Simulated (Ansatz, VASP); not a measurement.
**P in VASP and in Ansatz**

The input INCAR:

```
SYSTEM = P
ALGO = Normal
EDIFF = 1E-6
ENCUT = 520
GGA = PE
ISIF = 2
ISMEAR = 0
LASPH = .TRUE.
LCHARG = .FALSE.
LREAL = .FALSE.
LWAVE = .FALSE.
NBANDS = 30
NELM = 80
PREC = Accurate
SIGMA = 0.1
```

The input KPOINTS:

```
k-points
0
G
  6 4 4
  0 0 0
```

File POSCAR:

```
P
1.0
    3.1193750800      0.0000000000      0.0000000000
    0.0000000000      5.7068575700      0.0000000000
    0.0000000000      0.0000000000      6.5370839100
P
8
Direct
    0.2016419900      0.1656220000      0.0989970000
    0.7016419900      0.3343780000      0.5989970000
    0.2016419900      0.8343780000      0.9010030000
    0.2983580100      0.6656220000      0.5989970000
    0.2983580100      0.3343780000      0.4010030000
    0.7983580100      0.1656220000      0.9010030000
    0.7983580100      0.8343780000      0.0989970000
    0.7016419900      0.6656220000      0.4010030000
```

Input for Ansatz:

```yaml
crystal:
  lattice:
    - [3.11937508, 0.0, 0.0]
    - [0.0, 5.70685757, 0.0]
    - [0.0, 0.0, 6.53708391]
  atoms:
    - { symbol: P, position: [0.20164199, 0.165622, 0.098997] }
    - { symbol: P, position: [0.70164199, 0.334378, 0.598997] }
    - { symbol: P, position: [0.20164199, 0.834378, 0.901003] }
    - { symbol: P, position: [0.29835801, 0.665622, 0.598997] }
    - { symbol: P, position: [0.29835801, 0.334378, 0.401003] }
    - { symbol: P, position: [0.79835801, 0.165622, 0.901003] }
    - { symbol: P, position: [0.79835801, 0.834378, 0.098997] }
    - { symbol: P, position: [0.70164199, 0.665622, 0.401003] }
basis:
  ecutwfc: 420
kpoints:
  mp_grid: { grid: [6, 4, 4] }
hamiltonian:
  xc: pbe
scf:
  occupations: { method: gaussian, width: 0.1 }
  lower_state_search: "off"
output:
  forces: true
  stress: true
  eigenvalues: true
```

Alike in both runs: task single point; functional PBE; k mesh 6 × 4 × 4; occupations gaussian, width 0.1 eV; no spin polarisation.

|  | VASP | Ansatz |
| --- | --- | --- |
| version | VASP 6.6.1 | Ansatz 0.2.0 |
| potentials or method | VASP PAW PBE potentials, release 64 (P), cutoff 520 eV | scalar-relativistic, plane waves, PAW |
| valence electrons in the cell | 40 | 40 |

|  | VASP | Ansatz | Ansatz less VASP |
| --- | --- | --- | --- |
| gap on the k mesh at the Fermi level (eV) | none | none | - |
| rms of the force components (eV/Å) | 6.270 | 6.401 | +0.1310 |

Atom by atom the forces differ by 0.131 eV/Å (rms over components). A gap of «none» marks a metal or a gap that the smearing closes.
